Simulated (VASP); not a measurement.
# V3Si (Pm-3n) in VASP: further runs

Runs on V3Si. Level: PBE. Tasks: single point.

All numbers are computed with VASP 6.6.1; they aren't measurements. Logs are shortened: lines on timing, memory, paths and dates and some standing lists are left out, and cuts for length are marked.

## 1. The cell of the first run

The structure is cubic, space group Pm-3n (No. 223). Conventional cell: a = 4.706 Å, b = 4.706 Å, c = 4.706 Å, α = 90.00°, β = 90.00°, γ = 90.00°. Within 3.5 Å of Si (site symmetry m-3) lie 12 V at 2.63 Å. V (site symmetry -4m2) has 10 V at 2.35 to 2.88 Å and 4 Si at 2.63 Å within 3.1 Å.

## 2. Single point, PBE, collinear spin, ferromagnetic start

Contents of INCAR:

```
SYSTEM = V3Si
ALGO = Normal ; EDIFF = 1E-6
ENCUT = 500 ; GGA = PE
GGA_COMPAT = .False. ; ISIF = 2
ISMEAR = -1 ; ISPIN = 2
LASPH = .True. ; LCHARG = .False.
LMAXMIX = 4 ; LORBIT = 11
LREAL = .False. ; LWAVE = .False.
MAGMOM = 0 0 2 2 2 2 2 2 ; NBANDS = 57
NELM = 200 ; PREC = Accurate
SIGMA = 0.1
```

Contents of KPOINTS:

```
k-points
0
Gamma
  5 5 5
  0 0 0
```

Contents of POSCAR:

```
V3Si
1.0
    4.7060000000      0.0000000000      0.0000000000
    0.0000000000      4.7060000000      0.0000000000
    0.0000000000      0.0000000000      4.7060000000
Si V
2 6
Direct
    0.0000000000      0.0000000000      0.0000000000
    0.5000000000      0.5000000000      0.5000000000
    0.2500000000      0.0000000000      0.5000000000
    0.5000000000      0.7500000000      0.0000000000
    0.7500000000      0.0000000000      0.5000000000
    0.5000000000      0.2500000000      0.0000000000
    0.0000000000      0.5000000000      0.7500000000
    0.0000000000      0.5000000000      0.2500000000
```

Potentials or basis: VASP PAW PBE potentials, release 64 (Si, V_sv).

The run is started by

```bash
$ cat potpaw_PBE.64/Si/POTCAR potpaw_PBE.64/V_sv/POTCAR > POTCAR
$ mpirun -np 1 vasp_std > vasp.out
```

OUTCAR:

```text
SYSTEM = V3Si
   EDIFF = 1E-6
   ENCUT = 500
   GGA = PE
   ISIF = 2
   ISMEAR = -1
   ISPIN = 2
   LASPH = .True.
   LORBIT = 11
   LREAL = .False.
   NELM = 200
   PREC = Accurate

 ion  position               nearest neighbor table
   1  0.000  0.000  0.000-   3 2.63   4 2.63   5 2.63   6 2.63   7 2.63   8 2.63   3 2.63   5 2.63
                             7 2.63   8 2.63   4 2.63   6 2.63
   2  0.500  0.500  0.500-   3 2.63   4 2.63   5 2.63   6 2.63   7 2.63   8 2.63   4 2.63   6 2.63
                             3 2.63   5 2.63   7 2.63   8 2.63
   3  0.250  0.000  0.500-   5 2.35   5 2.35   1 2.63   1 2.63   2 2.63   2 2.63   8 2.88   4 2.88
                             4 2.88   6 2.88   6 2.88   7 2.88   8 2.88   7 2.88
   4  0.500  0.750  0.000-   6 2.35   6 2.35   1 2.63   2 2.63   2 2.63   1 2.63   8 2.88   5 2.88
                             3 2.88   5 2.88   3 2.88   7 2.88   7 2.88   8 2.88
   5  0.750  0.000  0.500-   3 2.35   3 2.35   1 2.63   1 2.63   2 2.63   2 2.63   8 2.88   4 2.88
                             4 2.88   6 2.88   6 2.88   7 2.88   8 2.88   7 2.88
   6  0.500  0.250  0.000-   4 2.35   4 2.35   1 2.63   2 2.63   2 2.63   1 2.63   8 2.88   3 2.88
                             3 2.88   5 2.88   5 2.88   7 2.88   7 2.88   8 2.88
   7  0.000  0.500  0.750-   8 2.35   8 2.35   1 2.63   2 2.63   1 2.63   2 2.63   3 2.88   4 2.88
                             5 2.88   3 2.88   5 2.88   6 2.88   4 2.88   6 2.88
   8  0.000  0.500  0.250-   7 2.35   7 2.35   1 2.63   2 2.63   1 2.63   2 2.63   3 2.88   4 2.88
                             5 2.88   3 2.88   5 2.88   6 2.88   4 2.88   6 2.88

  LATTYP: Found a simple cubic cell.
 ALAT       =     4.7060000000

  Lattice vectors:

 A1 = (   4.7060000000,   0.0000000000,   0.0000000000)
 A2 = (   0.0000000000,   4.7060000000,   0.0000000000)
 A3 = (   0.0000000000,   0.0000000000,   4.7060000000)

Analysis of symmetry for initial positions (statically):
=====================================================================
 Subroutine PRICEL returns:
 Original cell was already a primitive cell.

 Routine SETGRP: Setting up the symmetry group for a
 simple cubic supercell.

 Subroutine GETGRP returns: Found 48 space group operations
 (whereof 24 operations were pure point group operations)
 out of a pool of 48 trial point group operations.

The static configuration has the point symmetry T_h .
 The point group associated with its full space group is O_h .

Analysis of symmetry for dynamics (positions and initial velocities):
=====================================================================
 Subroutine PRICEL returns:
 Original cell was already a primitive cell.

 Routine SETGRP: Setting up the symmetry group for a
 simple cubic supercell.

 Subroutine GETGRP returns: Found 48 space group operations
 (whereof 24 operations were pure point group operations)
 out of a pool of 48 trial point group operations.

The dynamic configuration has the point symmetry T_h .
 The point group associated with its full space group is O_h .

Analysis of structural, dynamic, and magnetic symmetry:
=====================================================================
 Subroutine PRICEL returns:
 Original cell was already a primitive cell.

 Routine SETGRP: Setting up the symmetry group for a
 simple cubic supercell.

 Subroutine GETGRP returns: Found 48 space group operations
 (whereof 24 operations were pure point group operations)
 out of a pool of 48 trial point group operations.

The overall configuration has the point symmetry T_h .
 The point group associated with its full space group is O_h .

 Subroutine INISYM returns: Found 48 space group operations
 (whereof 24 operations are pure point group operations),
 and found     1 'primitive' translations

----------------------------------------------------------------------------------------

                                     Primitive cell

  volume of cell :     104.2211

  direct lattice vectors                    reciprocal lattice vectors
     4.706000000  0.000000000  0.000000000     0.212494688  0.000000000  0.000000000
     0.000000000  4.706000000  0.000000000     0.000000000  0.212494688  0.000000000
     0.000000000  0.000000000  4.706000000     0.000000000  0.000000000  0.212494688

  length of vectors
     4.706000000  4.706000000  4.706000000     0.212494688  0.212494688  0.212494688

  position of ions in fractional coordinates (direct lattice)
     0.000000000  0.000000000  0.000000000
     0.500000000  0.500000000  0.500000000
     0.250000000  0.000000000  0.500000000
     0.500000000  0.750000000  0.000000000
     0.750000000  0.000000000  0.500000000
     0.500000000  0.250000000  0.000000000
     0.000000000  0.500000000  0.750000000
     0.000000000  0.500000000  0.250000000

  ion indices of the primitive-cell ions
   primitive index   ion index
                 1           1
                 2           2
                 3           3
                 4           4
                 5           5
                 6           6
                 7           7
                 8           8

----------------------------------------------------------------------------------------

 KPOINTS: k-points

Automatic generation of k-mesh.
 Grid dimensions read from file:
 generate k-points for:    5    5    5

 Generating k-lattice:

  Cartesian coordinates                     Fractional coordinates (reciprocal lattice)
     0.042498938  0.000000000  0.000000000     0.200000000  0.000000000  0.000000000
     0.000000000  0.042498938  0.000000000     0.000000000  0.200000000  0.000000000
     0.000000000  0.000000000  0.042498938     0.000000000  0.000000000  0.200000000

  Length of vectors
     0.042498938  0.042498938  0.042498938

  Shift w.r.t. Gamma in fractional coordinates (k-lattice)
     0.000000000  0.000000000  0.000000000

 Subroutine IBZKPT returns following result:
 ===========================================

 Found     10 irreducible k-points:

 Following reciprocal coordinates:
            Coordinates               Weight
  0.000000  0.000000  0.000000      1.000000
  0.200000  0.000000  0.000000      6.000000
  0.400000  0.000000  0.000000      6.000000
  0.200000  0.200000  0.000000     12.000000
  0.400000  0.200000  0.000000     24.000000
  0.400000  0.400000  0.000000     12.000000
  0.200000  0.200000  0.200000      8.000000
  0.400000  0.200000  0.200000     24.000000
  0.400000  0.400000  0.200000     24.000000
  0.400000  0.400000  0.400000      8.000000
   k-points           NKPTS =     10   k-points in BZ     NKDIM =     10   number of bands    NBANDS=     57
   number of dos      NEDOS =    301   number of ions     NIONS =      8
   total plane-waves  NPLWV =  46656
   dimension x,y,z NGX =    36 NGY =   36 NGZ =   36
   dimension x,y,z NGXF=    72 NGYF=   72 NGZF=   72
   ions per type =               2   6
   NGX,Y,Z   is equivalent  to a cutoff of  12.72, 12.72, 12.72 a.u.
   NGXF,Y,Z  is equivalent  to a cutoff of  25.43, 25.43, 25.43 a.u.
 SYSTEM =  V3Si
   PREC   = accura    normal or accurate (medium, high low for compatibility)
   ISTART =      0    job   : 0-new  1-cont  2-samecut
   ICHARG =      2    charge: 1-file 2-atom 10-const
   ISPIN  =      2    spin polarized calculation?
   LNONCOLLINEAR =      F non collinear calculations
   LSORBIT =      F    spin-orbit coupling
   LASPH  =      T    aspherical Exc in radial PAW
   ENCUT  =  500.0 eV  36.75 Ry    6.06 a.u.   8.58  8.58  8.58*2*pi/ulx,y,z
   NELM   =    200;   NELMIN=  2; NELMDL= -5     # of ELM steps
   EDIFF  = 0.1E-05   stopping-criterion for ELM
   LREAL  =      F    real-space projection
   EDIFFG = 0.1E-04   stopping-criterion for IOM
   NSW    =      0    number of steps for IOM
   IBRION =     -1    ionic relax: 0-MD 1-quasi-New 2-CG
   NFREE  =      0    steps in history (QN), initial steepest desc. (CG)
   ISIF   =      2    stress and relaxation
   ISYM   =      2    0-nonsym 1-usesym 2-fastsym
   POTIM  = 0.5000    time-step for ionic-motion
   TEBEG  =    0.0;   TEEND  =   0.0 temperature during run
   PSTRESS=    0.0 pullay stress
   NELECT =      86.0000    total number of electrons
   NUPDOWN=      -1.0000    fix difference up-down
   EMIN   =  10.00;   EMAX   =-10.00  energy-range for DOS
   EFERMI =   0.00;   METHOD = LEGACY
   ISMEAR =    -1;   SIGMA  =   0.10  broadening in eV -4-tet -1-fermi 0-gaus
   EFERMI_NEDOS =   21; number of points for ismear=-14 and -15
   IALGO  =     38    algorithm
   IMIX   =      4    mixing-type and parameters
     AMIX     =   0.40;   BMIX     =  1.00
     AMIX_MAG =   1.60;   BMIX_MAG =  1.00
  volume/ion in A,a.u.               =      13.03        87.91
  Fermi-wavevector in a.u.,A,eV,Ry     =   1.535521  2.901714 32.080148  2.357824
  Thomas-Fermi vector in A             =   2.642298
   LORBIT       =     11    0 simple, 1 ext, 2 COOP (PROOUT), +10 PAW based schemes
   GGA     = PE    functional components
   LHFCALC =     F    Hartree Fock is set to
   AEXX    =    0.0000 exact exchange contribution
   IVDW    =     0    specifies the selected vdW correction
   LEPSILON=     F    determine dielectric tensor
   LRPA    =     F    only Hartree local field effects (RPA)
 spin polarized calculation
  energy-cutoff  :      500.00
  volume of cell :      104.22
 maximum number of plane-waves:      2664
 NGX is ok and might be reduce to    36
   NGX = 17   NGY = 17   NGZ = 17

 number of electron      86.0000000 magnetization      12.0000000

 number of electron      86.0000089 magnetization       0.0053149

 Free energy of the ion-electron system (eV)
  ---------------------------------------------------
  ext. energy  EPLUGINS =         0.00000000
  ---------------------------------------------------
  free energy    TOTEN  =       -68.71772428 eV

  energy without entropy =      -68.35625412  energy(sigma->0) =      -68.53698920

 E-fermi :  10.3117     XC(G=0): -12.7052

 val. band max:       10.3095343910   @ k =   0.2000   0.0000   0.0000
 cond. band min:      10.3348088288   @ k =   0.4000   0.4000   0.0000
 fundamental gap:      0.0252744378
 Fermi energy:        10.3116604494

 spin component 1

 k-point     1 :       0.0000    0.0000    0.0000
  band No.  band energies     occupation
      1     -53.4963      1.00000
      2     -53.4203      1.00000
      3     -53.4203      1.00000
      4     -53.2079      1.00000
      5     -53.2079      1.00000
      6     -53.2079      1.00000
[... 47 lines left out ...]
     54      13.1402      0.00000
[... 521 lines left out ...]
     54      12.6576      0.00000
     55      12.6576      0.00000
 Fermi energy:        10.3116604494

 spin component 2

 k-point     1 :       0.0000    0.0000    0.0000
  band No.  band energies     occupation
      1     -53.4956      1.00000
      2     -53.4196      1.00000
      3     -53.4196      1.00000
      4     -53.2072      1.00000
      5     -53.2072      1.00000
      6     -53.2072      1.00000
[... 47 lines left out ...]
     54      13.1407      0.00000
[... 521 lines left out ...]
     54      12.6583      0.00000
     55      12.6583      0.00000
 [bands above 55 left out]

------------------------ aborting loop because EDIFF is reached ----------------------------------------

  FORCE on cell =-STRESS in cart. coord.  units (eV):
  Direction    XX          YY          ZZ          XY          YZ          ZX
  --------------------------------------------------------------------------------------
  -------------------------------------------------------------------------------------
  Total       -0.1508738     -0.1508738     -0.1508738     -0.0000000      0.0000000      0.0000000
  in kB       -2.3193624     -2.3193624     -2.3193624     -0.0000000      0.0000000      0.0000000
  external PRESSURE =      -2.3193624 kB  Pullay stress =       0.0000000 kB

 VOLUME and BASIS-vectors are now :
 -----------------------------------------------------------------------------
  energy-cutoff  :      500.00
  volume of cell :      104.22
      direct lattice vectors                 reciprocal lattice vectors
     4.706000000  0.000000000  0.000000000     0.212494688  0.000000000  0.000000000
     0.000000000  4.706000000  0.000000000     0.000000000  0.212494688  0.000000000
     0.000000000  0.000000000  4.706000000     0.000000000  0.000000000  0.212494688

 POSITION                                       TOTAL-FORCE (eV/Angst)
 -----------------------------------------------------------------------------------
      0.00000      0.00000      0.00000         0.000000      0.000000      0.000000
      2.35300      2.35300      2.35300         0.000000      0.000000      0.000000
      1.17650      0.00000      2.35300        -0.000000      0.000000     -0.000000
      2.35300      3.52950      0.00000        -0.000000      0.000000     -0.000000
      3.52950      0.00000      2.35300         0.000000     -0.000000      0.000000
      2.35300      1.17650      0.00000         0.000000     -0.000000      0.000000
      0.00000      2.35300      3.52950         0.000000      0.000000      0.000000
      0.00000      2.35300      1.17650         0.000000     -0.000000     -0.000000
 -----------------------------------------------------------------------------------
    total drift:                                0.000000      0.000000     -0.000000

  FREE ENERGIE OF THE ION-ELECTRON SYSTEM (eV)
  ---------------------------------------------------
  free  energy   TOTEN  =       -68.7177242785 eV

  energy  without entropy=      -68.3562541165  energy(sigma->0) =      -68.53698920

 total charge

# of ion       s       p       d       tot
------------------------------------------
    1        0.726   0.954   0.000   1.680
    2        0.726   0.954   0.000   1.680
    3        2.299   6.234   3.154  11.687
    4        2.299   6.234   3.154  11.687
    5        2.299   6.234   3.154  11.687
    6        2.299   6.234   3.154  11.687
    7        2.299   6.234   3.154  11.687
    8        2.299   6.234   3.154  11.687
--------------------------------------------------
tot         15.246  39.309  18.925  73.480

 magnetization (x)

# of ion       s       p       d       tot
------------------------------------------
    1       -0.000  -0.000   0.000  -0.000
    2       -0.000  -0.000   0.000  -0.000
    3        0.000   0.000   0.001   0.001
    4        0.000   0.000   0.001   0.001
    5        0.000   0.000   0.001   0.001
    6        0.000   0.000   0.001   0.001
    7        0.000   0.000   0.001   0.001
    8        0.000   0.000   0.001   0.001
--------------------------------------------------
tot          0.000   0.000   0.003   0.003
```

It took 1.9 min on 1 thread of Intel Xeon Platinum 8488C (Sapphire Rapids), shared host; peak memory 0.27 GiB.

What came out:

```
Free energy                                           : -68.7177 eV
Pressure                                              : -0.2 GPa
Band gap on the k mesh                                : zero (filled and empty bands overlap)
Net moment                                            : 0.01 μB per cell
Valence electrons inside the program's atomic spheres : Si 1.68; V 11.69
```

Levels at points of the mesh, in eV from the Fermi level:
Spin up:
```tsv
k point	band 40	band 41	band 42	band 43	band 44	band 45	band 46	band 47	band 48	band 49
(0.00, 0.00, 0.00)	-0.62	-0.62	-0.62	-0.03	-0.03	1.98	1.98	1.98	2.62	2.62
```
Spin down:
| k point | band 40 | band 41 | band 42 | band 43 | band 44 | band 45 | band 46 | band 47 | band 48 | band 49 |
| --- | --- | --- | --- | --- | --- | --- | --- | --- | --- | --- |
| (0.00, 0.00, 0.00) | -0.62 | -0.62 | -0.62 | -0.03 | -0.03 | 1.98 | 1.98 | 1.98 | 2.63 | 2.63 |

(Continued in part 2 of 2.)
